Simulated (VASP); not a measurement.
# BeTe (F-43m) in VASP: settings compared

The runs below take BeTe through relaxation of cell and atoms, single point, with HSE06, HF.

Program: VASP 6.6.1. These are calculated values, not measurements. Logs are shortened: lines on timing, memory, paths and dates and some standing lists are left out, and cuts for length are marked.

### Step 1. The cell of the first run

The structure is cubic, space group F-43m (No. 216). The conventional cell has a = 5.657 Å, b = 5.657 Å, c = 5.657 Å, α = 90.00°, β = 90.00°, γ = 90.00°. Within 3.2 Å of Be (site symmetry -43m) lie 4 Te at 2.45 Å. Te (site symmetry -43m) has 4 Be at 2.45 Å within 3.2 Å.

### Step 2. Relaxation of cell and atoms, HSE06

File POSCAR:

```
BeTe
1.0
    0.0000000000      2.8286228811      2.8286228811
    2.8286228811      0.0000000000      2.8286228811
    2.8286228811      2.8286228811      0.0000000000
Be Te
1 1
Direct
    0.0000000000      0.0000000000      0.0000000000
    0.2500000000      0.2500000000      0.2500000000
```

File INCAR.step1:

```
SYSTEM = BeTe
PREC = Accurate ; ENCUT = 600
EDIFF = 1E-5 ; ISMEAR = -1
SIGMA = 0.02 ; LREAL = .FALSE.
LASPH = .TRUE. ; NELM = 80
ALGO = Normal ; LWAVE = .TRUE.
LCHARG = .FALSE. ; GGA = PE
NBANDS = 11
```

File INCAR.step2:

```
SYSTEM = BeTe
PREC = Accurate ; ENCUT = 600
EDIFF = 1E-6 ; ISMEAR = -1
SIGMA = 0.02 ; LREAL = .FALSE.
LASPH = .TRUE. ; NELM = 80
ALGO = Normal ; ISIF = 3
LWAVE = .FALSE. ; LCHARG = .FALSE.
GGA = PE ; LHFCALC = .TRUE.
HFSCREEN = 0.2079 ; PRECFOCK = Normal
IBRION = 2 ; NSW = 80
EDIFFG = -0.005 ; ISTART = 1
```

File KPOINTS:

```
Automatic mesh
0
G
  6 6 6
  0 0 0
```

Potentials or basis: VASP PAW PBE potentials, release 64 (Be, Te).

Run with:

```bash
cat potpaw_PBE.64/Be/POTCAR potpaw_PBE.64/Te/POTCAR > POTCAR
cp INCAR.step1 INCAR
mpirun -np 1 vasp_std > vasp.out
cp INCAR.step2 INCAR
mpirun -np 1 vasp_std > vasp.out
```

OUTCAR:

```text
SYSTEM = BeTe
   PREC = Accurate
   ENCUT = 600
   EDIFF = 1E-6
   ISMEAR = -1
   LREAL = .FALSE.
   LASPH = .TRUE.
   NELM = 80
   ISIF = 3
   GGA = PE
   LHFCALC = .TRUE.
   HFSCREEN = 0.2079
   PRECFOCK = Normal
   IBRION = 2
   NSW = 80
   EDIFFG = -0.005
   ISTART = 1

 ion  position               nearest neighbor table
   1  0.000  0.000  0.000-   2 2.45   2 2.45   2 2.45   2 2.45
   2  0.250  0.250  0.250-   1 2.45   1 2.45   1 2.45   1 2.45

  LATTYP: Found a face centered cubic cell.
 ALAT       =     5.6572457622

  Lattice vectors:

 A1 = (   0.0000000000,   2.8286228811,   2.8286228811)
 A2 = (   2.8286228811,   0.0000000000,   2.8286228811)
 A3 = (   2.8286228811,   2.8286228811,   0.0000000000)

Analysis of symmetry for initial positions (statically):
=====================================================================
 Subroutine PRICEL returns:
 Original cell was already a primitive cell.

 Routine SETGRP: Setting up the symmetry group for a
 face centered cubic supercell.

 Subroutine GETGRP returns: Found 24 space group operations
 (whereof 24 operations were pure point group operations)
 out of a pool of 48 trial point group operations.

The static configuration has the point symmetry T_d .

Analysis of symmetry for dynamics (positions and initial velocities):
=====================================================================
 Subroutine PRICEL returns:
 Original cell was already a primitive cell.

 Routine SETGRP: Setting up the symmetry group for a
 face centered cubic supercell.

 Subroutine GETGRP returns: Found 24 space group operations
 (whereof 24 operations were pure point group operations)
 out of a pool of 48 trial point group operations.

The dynamic configuration has the point symmetry T_d .

 Subroutine INISYM returns: Found 24 space group operations
 (whereof 24 operations are pure point group operations),
 and found     1 'primitive' translations

----------------------------------------------------------------------------------------

                                     Primitive cell

  volume of cell :      45.2642

  direct lattice vectors                    reciprocal lattice vectors
     0.000000000  2.828622881  2.828622881    -0.176764461  0.176764461  0.176764461
     2.828622881  0.000000000  2.828622881     0.176764461 -0.176764461  0.176764461
     2.828622881  2.828622881  0.000000000     0.176764461  0.176764461 -0.176764461

  length of vectors
     4.000276841  4.000276841  4.000276841     0.306165028  0.306165028  0.306165028

  position of ions in fractional coordinates (direct lattice)
     0.000000000  0.000000000  0.000000000
     0.250000000  0.250000000  0.250000000

  ion indices of the primitive-cell ions
   primitive index   ion index
                 1           1
                 2           2

----------------------------------------------------------------------------------------

 KPOINTS: Automatic mesh

Automatic generation of k-mesh.
 Grid dimensions read from file:
 generate k-points for:    6    6    6

 Generating k-lattice:

  Cartesian coordinates                     Fractional coordinates (reciprocal lattice)
    -0.029460744  0.029460744  0.029460744     0.166666667  0.000000000  0.000000000
     0.029460744 -0.029460744  0.029460744     0.000000000  0.166666667  0.000000000
     0.029460744  0.029460744 -0.029460744     0.000000000  0.000000000  0.166666667

  Length of vectors
     0.051027505  0.051027505  0.051027505

  Shift w.r.t. Gamma in fractional coordinates (k-lattice)
     0.000000000  0.000000000  0.000000000

 Subroutine IBZKPT returns following result:
 ===========================================

 Found     16 irreducible k-points:

 Following reciprocal coordinates:
            Coordinates               Weight
  0.000000  0.000000  0.000000      1.000000
  0.166667  0.000000  0.000000      8.000000
  0.333333  0.000000  0.000000      8.000000
  0.500000  0.000000  0.000000      4.000000
  0.166667  0.166667  0.000000      6.000000
  0.333333  0.166667  0.000000     24.000000
[... 8 lines left out ...]
 -0.333333  0.333333  0.166667     24.000000
 -0.333333  0.500000  0.166667     12.000000
   k-points           NKPTS =     16   k-points in BZ     NKDIM =    216   number of bands    NBANDS=      8
   number of dos      NEDOS =    301   number of ions     NIONS =      2
   total plane-waves  NPLWV =  32768
   dimension x,y,z NGX =    32 NGY =   32 NGZ =   32
   dimension x,y,z NGXF=    64 NGYF=   64 NGZF=   64
   ions per type =               1   1
   NGX,Y,Z   is equivalent  to a cutoff of  13.30, 13.30, 13.30 a.u.
   NGXF,Y,Z  is equivalent  to a cutoff of  26.60, 26.60, 26.60 a.u.
 SYSTEM =  BeTe
   PREC   = accura    normal or accurate (medium, high low for compatibility)
   ISTART =      1    job   : 0-new  1-cont  2-samecut
   ICHARG =      0    charge: 1-file 2-atom 10-const
   ISPIN  =      1    spin polarized calculation?
   LNONCOLLINEAR =      F non collinear calculations
   LSORBIT =      F    spin-orbit coupling
   LASPH  =      T    aspherical Exc in radial PAW
   ENCUT  =  600.0 eV  44.10 Ry    6.64 a.u.   7.99  7.99  7.99*2*pi/ulx,y,z
   NELM   =     80;   NELMIN=  2; NELMDL=  0     # of ELM steps
   EDIFF  = 0.1E-05   stopping-criterion for ELM
   LREAL  =      F    real-space projection
   EDIFFG = -.5E-02   stopping-criterion for IOM
   NSW    =     80    number of steps for IOM
   IBRION =      2    ionic relax: 0-MD 1-quasi-New 2-CG
   NFREE  =      1    steps in history (QN), initial steepest desc. (CG)
   ISIF   =      3    stress and relaxation
   ISYM   =      3    0-nonsym 1-usesym 2-fastsym
   POTIM  = 0.5000    time-step for ionic-motion
   TEBEG  =    0.0;   TEEND  =   0.0 temperature during run
   PSTRESS=    0.0 pullay stress
   NELECT =       8.0000    total number of electrons
   NUPDOWN=      -1.0000    fix difference up-down
   EMIN   =  10.00;   EMAX   =-10.00  energy-range for DOS
   EFERMI =   0.00;   METHOD = LEGACY
   ISMEAR =    -1;   SIGMA  =   0.02  broadening in eV -4-tet -1-fermi 0-gaus
   EFERMI_NEDOS =   21; number of points for ismear=-14 and -15
   IALGO  =     38    algorithm
   IMIX   =      1    mixing-type and parameters
     AMIX     =   0.40;   BMIX     =  1.00
     AMIX_MAG =   1.60;   BMIX_MAG =  1.00
  volume/ion in A,a.u.               =      22.63       152.73
  Fermi-wavevector in a.u.,A,eV,Ry     =   0.918727  1.736142 11.484122  0.844059
  Thomas-Fermi vector in A             =   2.043841
   LORBIT       =      0    0 simple, 1 ext, 2 COOP (PROOUT), +10 PAW based schemes
   GGA     = PE    functional components
   LHFCALC =     T    Hartree Fock is set to
   PRECFOCK=normal    Normal, Fast or Accurate (Low or Medium for compatibility)
   ENCUT4O =  -1.0   cutoff for four orbital integrals eV
   NKREDX  =     1    reduce k-point grid by
   NKREDY  =     1    reduce k-point grid by
   NKREDZ  =     1    reduce k-point grid by
   AEXX    =    0.2500 exact exchange contribution
   HFSCREEN=    0.2079 screening length (either q_TF or 0.3 A-1)
   HFSCREENC=   0.2079 screening length for correlation (either q_TF or 0.3 A-1)
   ENCUTFOCK=  -1.0 apply spherical cutoff to Coloumb kernel
   IVDW    =     0    specifies the selected vdW correction
   LEPSILON=     F    determine dielectric tensor
   LRPA    =     F    only Hartree local field effects (RPA)
 conjugate gradient relaxation of ions
 non-spin polarized calculation
  energy-cutoff  :      600.00
  volume of cell :       45.26
 maximum number of plane-waves:      1527
  NGX = 24; NGY = 24; NGZ = 24

--------------------------------------- Ionic step        1  -------------------------------------------

 number of electron       8.0000000 magnetization

 Free energy of the ion-electron system (eV)
  ---------------------------------------------------
  ext. energy  EPLUGINS =         0.00000000
  ---------------------------------------------------
  free energy    TOTEN  =        -8.75096954 eV

  energy without entropy =       -8.75096954  energy(sigma->0) =       -8.75096954

------------------------ aborting loop because EDIFF is reached ----------------------------------------

  FORCE on cell =-STRESS in cart. coord.  units (eV):
  Direction    XX          YY          ZZ          XY          YZ          ZX
  --------------------------------------------------------------------------------------
  -------------------------------------------------------------------------------------
  Total       -0.2677842     -0.2677842     -0.2677842      0.0000000      0.0000000      0.0000000
  in kB       -9.4785173     -9.4785173     -9.4785173      0.0000000      0.0000000      0.0000000
  external PRESSURE =      -9.4785173 kB  Pullay stress =       0.0000000 kB

 VOLUME and BASIS-vectors are now :
 -----------------------------------------------------------------------------
  energy-cutoff  :      600.00
  volume of cell :       45.26
      direct lattice vectors                 reciprocal lattice vectors
     0.000000000  2.828622881  2.828622881    -0.176764461  0.176764461  0.176764461
     2.828622881  0.000000000  2.828622881     0.176764461 -0.176764461  0.176764461
     2.828622881  2.828622881  0.000000000     0.176764461  0.176764461 -0.176764461
[... 37 lines left out ...]
 POSITION                                       TOTAL-FORCE (eV/Angst)
 -----------------------------------------------------------------------------------
      0.00000      0.00000      0.00000        -0.000000      0.000000      0.000000
      1.40518      1.40518      1.40518         0.000000     -0.000000     -0.000000
 -----------------------------------------------------------------------------------
    total drift:                                0.000000      0.000000      0.000000

  FREE ENERGIE OF THE ION-ELECTRON SYSTEM (eV)
  ---------------------------------------------------
  free  energy   TOTEN  =        -8.7529835264 eV

  energy  without entropy=       -8.7529835264  energy(sigma->0) =       -8.75298353

--------------------------------------- Ionic step        3  -------------------------------------------

 number of electron       8.0000000 magnetization

 Free energy of the ion-electron system (eV)
  ---------------------------------------------------
  ext. energy  EPLUGINS =         0.00000000
  ---------------------------------------------------
  free energy    TOTEN  =        -8.75309308 eV

  energy without entropy =       -8.75309308  energy(sigma->0) =       -8.75309308

 E-fermi :   5.0814     XC(G=0):  -7.5732

 val. band max:        4.6460384297   @ k =   0.0000   0.0000   0.0000
 cond. band min:       7.2774918787   @ k =   0.5000   0.5000   0.0000
 fundamental gap:      2.6314534490
 Fermi energy:         5.0813807913

 k-point     1 :       0.0000    0.0000    0.0000
  band No.  band energies     occupation
      1      -8.8211      2.00000
      2       4.6460      2.00000
      3       4.6460      2.00000
      4       4.6460      2.00000
      5       9.1148      0.00000
      6       9.1148      0.00000
      7       9.1148      0.00000
      8       9.2535      0.00000

 k-point     2 :       0.1667    0.0000    0.0000
  band No.  band energies     occupation
      1      -8.5311      2.00000
      2       2.5019      2.00000
      3       4.2456      2.00000
      4       4.2456      2.00000
      5       8.9158      0.00000
      6       9.6925      0.00000
      7       9.6925      0.00000
      8      11.3735      0.00000
[... 174 lines left out ...]
 POSITION                                       TOTAL-FORCE (eV/Angst)
 -----------------------------------------------------------------------------------
      0.00000      0.00000      0.00000         0.000000     -0.000000     -0.000000
      1.40683      1.40683      1.40683         0.000000      0.000000      0.000000
 -----------------------------------------------------------------------------------
    total drift:                                0.000000      0.000000      0.000000

  FREE ENERGIE OF THE ION-ELECTRON SYSTEM (eV)
  ---------------------------------------------------
  free  energy   TOTEN  =        -8.7530930803 eV

  energy  without entropy=       -8.7530930803  energy(sigma->0) =       -8.75309308

 reached required accuracy - stopping structural energy minimisation
```

Run time: 15 min. Hardware: 1 thread of Intel Xeon 6975P-C (Granite Rapids), shared host; peak memory 0.31 GiB.

Results:

```
Free energy                           : -8.7531 eV
Relaxed volume                        : 22.27 Å³/atom
Relaxed cell                          : a = 3.979 Å, b = 3.979 Å, c = 3.979 Å, α = 60.00°, β = 60.00°, γ = 60.00°
Space group after relaxing (to 0.1 Å) : F-43m (No. 216)
Energy gained by relaxing             : 1.1 meV/atom
Ionic steps                           : 3
Pressure after relaxing               : 0.0 GPa
Band gap on the k mesh                : 2.63 eV (least direct gap 4.47 eV)
```

The path:
| step | energy change (eV) | largest force (eV/Å) | pressure (GPa) | volume (Å³) |
| --- | --- | --- | --- | --- |
| 1 | 0.0000 | 0.0000 | -0.95 | 45.26 |
| 2 | -0.0020 | 0.0000 | 0.21 | 44.39 |
| 3 | -0.0021 | 0.0000 | 0.01 | 44.55 |

Final structure:
```
Be Te
1.0
     0.00000    2.81365    2.81365
     2.81365    0.00000    2.81365
     2.81365    2.81365    0.00000
Be Te
1 1
Direct
  0.00000 0.00000 0.00000
  0.25000 0.25000 0.25000
```

Levels at points of the mesh, in eV from the valence-band top:
| k point | band 1 | band 2 | band 3 | band 4 | band 5 | band 6 | band 7 | band 8 |
| --- | --- | --- | --- | --- | --- | --- | --- | --- |
| (0.00, 0.00, 0.00) | -13.47 | 0.00 | 0.00 | 0.00 | 4.47 | 4.47 | 4.47 | 4.61 |
| (0.50, 0.00, 0.00) | -11.94 | -6.12 | -1.23 | -1.23 | 3.84 | 5.47 | 5.47 | 8.84 |
| (0.50, 0.50, 0.00) | -11.38 | -5.67 | -2.89 | -2.89 | 2.63 | 3.38 | 11.09 | 11.09 |

Caveat: the PAW data sets were made with another functional, which shifts forces and pressure a little; spin-orbit coupling is left out, which moves the levels of the heavy elements. A k mesh can miss the band edges.

(Continued in part 2 of 2.)
